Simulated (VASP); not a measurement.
Crystal: KCl.

```
K Cl
1.0
     0.00000    3.50728    3.50728
     3.50728    0.00000    3.50728
     3.50728    3.50728    0.00000
K Cl
1 1
Direct
  0.00000 0.00000 0.00000
  0.25000 0.25000 0.25000
```

Base run:

* Program: VASP 6.6.1
* Functional: PBE
* Potentials or basis: VASP PAW PBE potentials, release 64 (K_sv, Cl)
* Cutoff: 500 eV
* k mesh: 6 × 6 × 6
* Occupations: gaussian, width 0.01 eV
* Spin: no spin polarisation

Its results: band gap on the k mesh 4.77 eV (least direct gap 4.81 eV); pressure 0.3 GPa.

**Question.** The run is repeated on the same cell with these changes: functional from PBE to r2SCAN; cutoff from 500 eV to 520 eV. What comes out?

**Answer.** Band gap on the k mesh 5.35 eV (least direct gap 5.39 eV); pressure 0.0 GPa.

Caveats: the PAW data sets were made with another functional, which shifts forces and pressure a little (at least some runs).

A k mesh can miss the band edges.
